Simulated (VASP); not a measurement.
A run of VASP 6.6.1 is set up as follows.

File INCAR:

```
ALGO = Normal
EDIFF = 1E-6
ENCUT = 520
GGA = PS
ISIF = 2
ISMEAR = -1
LASPH = T
LCHARG = F
LREAL = F
LWAVE = F
NBANDS = 20
NELM = 60
PREC = Accurate
SIGMA = 0.1
```

The input KPOINTS:

```
k-points
0
Gamma
  6 6 8
```

The input POSCAR:

```
K
1.0
    7.4664905715      0.0000000000      0.0000000000
   -3.7332452858      6.4661705120      0.0000000000
    0.0000000000      0.0000000000      4.4395261000
K
3
Direct
    0.0000000000      1.0000000000      1.0000000000
    0.3333333333      0.6666666667      0.5000000000
    0.6666666667      0.3333333333      0.5000000000
```

Potentials or basis: VASP PAW PBE potentials, release 64 (K_sv).

Command:

```bash
$ cat potpaw_PBE.64/K_sv/POTCAR > POTCAR
$ mpirun -np 1 vasp_std > vasp.out
```

Task: Predict the pressure.

Result: 0.0 GPa.

Task: Estimate the band gap on the k mesh.

Result: Zero (an odd number of electrons rules out a gap without spin polarisation).

Caveat: the PAW data sets were made with another functional, which shifts forces and pressure a little.
